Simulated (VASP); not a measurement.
Set up this calculation in VASP 6.6.1, as the native input.

```
Task                   : single point
Functional             : PBE
Potentials or basis    : VASP PAW PBE potentials, release 64 (Ta_pv, As)
Cutoff                 : 500 eV
k mesh                 : 6 × 6 × 6
Occupations            : gaussian, width 0.2 eV
Spin                   : no spin polarisation
Dipole correction      : no
Further INCAR settings : ALGO = Normal; EDIFF = 1e-06; NBANDS = 15
```

The structure of TaAs lies in POSCAR:

```
TaAs
1.0
    1.8703090650      1.0798234405      3.0374072120
   -1.8703090650      1.0798234405      3.0374072120
    0.0000000000     -2.1596468859      3.0374072103
Ta As
1 1
Direct
    0.0000000000      0.0000000000      0.0000000000
    0.5000000000      0.5000000000      0.5000000000
```

One way to write it, as run:

INCAR

```
PREC = Accurate ; ENCUT = 500
EDIFF = 1E-6 ; ISMEAR = 0
SIGMA = 0.2 ; LREAL = F
LASPH = T ; NELM = 120
ALGO = Normal ; ISIF = 2
LWAVE = F ; LCHARG = T
GGA = PE ; LELF = T
LVHAR = T ; NBANDS = 15
GGA_COMPAT = F
```

KPOINTS

```
regular mesh
0
Gamma
  6 6 6
```

Potentials or basis: VASP PAW PBE potentials, release 64 (Ta_pv, As).

Launch:

```bash
$ cat potpaw_PBE.64/Ta_pv/POTCAR potpaw_PBE.64/As/POTCAR > POTCAR
$ mpirun -np 1 vasp_std > vasp.out
```

Results of the run:

- Pressure: -0.2 GPa
- Band gap on the k mesh: zero (band 8 reaches 7.95 eV, above the bottom of band 9 at 6.06 eV)

Caveat: spin-orbit coupling is left out, which moves the levels of the heavy elements.

Run time: 16 s on 1 thread of Intel Xeon 6975P-C, with other jobs on the host, peak memory 0.17 GiB.
